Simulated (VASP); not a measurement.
Write the native input for VASP 6.6.1 that does the following.

```
Task                   : single point
Functional             : PBE
Potentials or basis    : VASP PAW PBE potentials, release 64 (Si, N)
Cutoff                 : 520 eV
k mesh                 : 6 × 4 × 2
Occupations            : gaussian, width 0.1 eV
Spin                   : collinear spin, ferromagnetic start
Starting moments       : [0.0, 0.0, 0.0, 0.0, 0.0, 0.0, 0.0, 0.0, 1.0, 1.0] μB
Dipole correction      : no
Further INCAR settings : ALGO = Normal; EDIFF = 1e-07; NBANDS = 36
```

The structure of Si4N lies in POSCAR:

```
Si4N
1.0
    2.7071967790      0.0000000000      0.0000000000
   -0.9698399311      5.6747458669      0.0000000000
   -0.4052241483     -1.4324346877      9.2236449207
Si N
8 2
Direct
    0.3119913811      0.1402264682      0.2119007567
    0.0643231634      0.6366119927      0.0757339603
    0.3280792362      0.4401162041      0.4423937921
    0.1518598699      0.7836168954      0.3269214637
    0.1041395486      0.0676147389      0.5617479121
    0.6999058994      0.6878696239      0.6773527022
    0.4875628541      0.3344592344      0.8054626046
    0.6728498944      0.9770520116      0.8907887576
    0.1803474019      0.9423371002      0.0158581175
    0.4989407508      0.4900957307      0.9918399333
```

These files were run (other wordings do the same):

INCAR

```
SYSTEM = Si4N
PREC = Accurate ; ENCUT = 520
EDIFF = 1E-7 ; ISMEAR = 0
SIGMA = 0.1 ; LREAL = .FALSE.
LASPH = .TRUE. ; NELM = 150
ALGO = Normal ; ISIF = 2
LWAVE = .FALSE. ; LCHARG = .TRUE.
ISPIN = 2 ; MAGMOM = 0 0 0 0 0 0 0 0 1 1
LORBIT = 11 ; GGA = PE
LELF = .TRUE. ; LVHAR = .TRUE.
NBANDS = 36
```

KPOINTS

```
regular mesh
0
G
  6 4 2
  0 0 0
```

Potentials or basis: VASP PAW PBE potentials, release 64 (Si, N).

The run is started by

```console
$ cat potpaw_PBE.64/Si/POTCAR potpaw_PBE.64/N/POTCAR > POTCAR
$ mpirun -np 1 vasp_std > vasp.out
```

It gave:

```json
{"Pressure": "0.1 GPa", "Largest force": "0.036 eV/Å", "Band gap on the k mesh": "zero (filled and empty bands overlap)", "Net moment": "0.00 μB per cell", "Valence electrons inside the program's atomic spheres": "Si 1.55, 1.66, 1.58, 1.62, 1.56, 1.59; N 3.84, 3.90"}
```

Caveat: the k points lie up to 0.39 Å⁻¹ apart.

Wall time 4 min on 1 thread of Intel(R) Xeon(R) Platinum 8375C CPU @ 2.90GHz (Ice Lake) (shared host), peak memory 0.4 GiB.
